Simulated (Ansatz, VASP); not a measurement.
## Two plane-wave programs on MgO

Contents of INCAR:

```
SYSTEM = MgO
ALGO = Normal
EDIFF = 1E-6
ENCUT = 600
GGA = PS
GGA_COMPAT = .FALSE.
ISIF = 2
ISMEAR = 0
LASPH = .TRUE.
LCHARG = .FALSE.
LREAL = .FALSE.
LWAVE = .FALSE.
NBANDS = 11
NELM = 120
PREC = Accurate
SIGMA = 0.1
```

File KPOINTS:

```
k-points
0
G
  8 8 8
  0 0 0
```

The input POSCAR:

```
MgO
1.0
    0.0000000000      2.1100000000      2.1100000000
    2.1100000000      0.0000000000      2.1100000000
    2.1100000000      2.1100000000      0.0000000000
Mg O
1 1
Direct
    0.0000000000      0.0000000000      0.0000000000
    0.5000000000      0.5000000000      0.5000000000
```

Input for Ansatz:

```yaml
crystal:
  lattice:
    - [0.0, 2.11, 2.11]
    - [2.11, 0.0, 2.11]
    - [2.11, 2.11, 0.0]
  atoms:
    - { symbol: Mg, position: [0.0, 0.0, 0.0] }
    - { symbol: O, position: [0.5, 0.5, 0.5] }
basis:
  ecutwfc: 420
kpoints:
  mp_grid: { grid: [8, 8, 8] }
hamiltonian:
  xc: pbesol
  pseudopotentials: { kind: paw, azcp: { folder: soft_1 } }
scf:
  occupations: { method: gaussian, width: 0.1 }
output:
  forces: true
  stress: true
  eigenvalues: true
```

Alike in both runs: task single point; functional PBEsol; k mesh 8 × 8 × 8; occupations gaussian, width 0.1 eV; no spin polarisation.

|  | VASP | Ansatz |
| --- | --- | --- |
| version | VASP 6.6.1 | Ansatz 0.2.0 |
| potentials or method | VASP PAW PBE potentials, release 64 (Mg, O), cutoff 600 eV | scalar-relativistic, plane waves, PAW |
| valence electrons in the cell | 8 | 16 |

|  | VASP | Ansatz | Ansatz less VASP |
| --- | --- | --- | --- |
| gap on the k mesh at the Fermi level (eV) | 4.58 | 4.59 | +0.005 |
| least direct gap on the mesh (eV) | 4.58 | 4.59 | +0.005 |
| pressure (GPa) | -1.4 | -0.6 | +0.81 |

VASP's potentials were made for PBE, not for PBEsol, and Ansatz warns of the same on its side. VASP's potentials hold 8 valence electrons a cell and Ansatz's 16, so a difference there can come from the potentials and not from the codes.
